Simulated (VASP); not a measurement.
Runs of VASP 6.6.1 on SiRu. The structure is that of space group P2_13 (No. 198), or close to it. The cells are those of the table. 

```tsv
level	cell	cutoff (eV)	smearing	gap on the mesh (eV)	pressure (GPa)	largest force (eV/Å)
r2SCAN	a = 4.705 Å, 8 atoms	550	fermi-dirac 0.02 eV	0.35	0.7	0.02
PBE	a = 4.705 Å, 8 atoms	500	fermi-dirac 0.02 eV	0.27	5.0	0.13
PBE	a = 4.736 Å, 8 atoms	500	fermi-dirac 0.02 eV	0.26	(a)	0.01
r2SCAN	a = 4.705 Å, 8 atoms	550	gaussian 0.01 eV	0.35	0.7	0.02
```

Alike in all rows: task single point; potentials or basis VASP PAW PBE potentials, release 64 (Si, Ru_pv); no spin polarisation; k mesh 6 × 6 × 6.

Question: Estimate the missing entries.

Answer: (a) 0.0.

Caveats: the PAW data sets were made with another functional, which shifts forces and pressure a little (at least some runs); the cell stands under pressure (at least some runs).

A k mesh can miss the band edges, and the runs leave out spin-orbit coupling on Ru.
